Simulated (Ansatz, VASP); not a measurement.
# Two plane-wave programs on Zn5O3

The input INCAR:

```
PREC     = Accurate       # precision mode
ENCUT    = 600            # plane-wave cutoff, eV
EDIFF    = 1E-6           # SCF threshold, eV
ISMEAR   = 0              # smearing method
SIGMA    = 0.2            # smearing width, eV
LREAL    = False          # projectors in reciprocal space
LASPH    = True           # aspherical terms in the spheres
NELM     = 60             # most SCF steps
ALGO     = Normal         # electronic algorithm
ISIF     = 3              # what is computed and relaxed
LWAVE    = False          # write WAVECAR
LCHARG   = False          # write CHGCAR
GGA      = PE             # functional
IBRION   = 2              # ionic algorithm
NSW      = 36             # ionic steps
EDIFFG   = -0.08          # ionic threshold
```

File KPOINTS:

```
Automatic mesh
0
Gamma
  6 6 2
```

File POSCAR:

```
Zn5O3
1.0
    3.2000000000      0.0000000000      0.0000000000
   -1.6000000000      2.7712812900      0.0000000000
    0.0000000000      0.0000000000     11.7000000000
Zn O
5 3
Direct
    0.3333333300      0.6666666700      0.1970000000
    0.0000000000      0.0000000000      0.0000000000
    0.3333333300      0.6666666700      0.8030000000
    0.6666666700      0.3333333300      0.6110000000
    0.6666666700      0.3333333300      0.3890000000
    0.0000000000      0.0000000000      0.1970000000
    0.3333333300      0.6666666700      0.0000000000
    0.0000000000      0.0000000000      0.8030000000
```

Input for Ansatz:

```yaml
crystal:
  lattice:
    - [3.2, 0.0, 0.0]
    - [-1.6, 2.77128129, 0.0]
    - [0.0, 0.0, 11.7]
  atoms:
    - { symbol: Zn, position: [0.33333333, 0.66666667, 0.197] }
    - { symbol: Zn, position: [0.0, 0.0, 0.0] }
    - { symbol: Zn, position: [0.33333333, 0.66666667, 0.803] }
    - { symbol: Zn, position: [0.66666667, 0.33333333, 0.611] }
    - { symbol: Zn, position: [0.66666667, 0.33333333, 0.389] }
    - { symbol: O, position: [0.0, 0.0, 0.197] }
    - { symbol: O, position: [0.33333333, 0.66666667, 0.0] }
    - { symbol: O, position: [0.0, 0.0, 0.803] }
basis:
  ecutwfc: 420
kpoints:
  mp_grid: { grid: [6, 6, 2] }
hamiltonian:
  xc: pbe
scf:
  occupations: { method: gaussian, width: 0.2 }
  lower_state_search: "off"
output:
  forces: true
  stress: true
  eigenvalues: true
relax:
  adjacent_minimum: "off"
  f_tol: 0.08
  max_steps: 16
  cell: { stress_tol: 0.8 }
```

Alike in both runs: task relaxation of cell and atoms; functional PBE; k mesh 6 × 6 × 2; occupations gaussian, width 0.2 eV; no spin polarisation.

```csv
,VASP,Ansatz
version,VASP 6.6.1,Ansatz 0.2.0
potentials or method,"VASP PAW PBE potentials, release 64 (Zn, O), cutoff 600 eV","scalar-relativistic, plane waves, PAW"
valence electrons in the cell,78,78
```

```tsv
	VASP	Ansatz	Ansatz less VASP
gap on the k mesh at the Fermi level, each at its own relaxed structure (eV)	none	none	-
relaxed volume (Å³/atom)	15.89	15.60	-0.287
relaxed cell length with the largest relative difference (Å)	13.106	12.963	-0.1424
```

A gap of «none» marks a metal or a gap that the smearing closes.

The k mesh is coarse, so the values compare programs but aren't converged. Noted on VASP's run: the volume moved by over 15 % at a fixed basis, so the end points are rough.
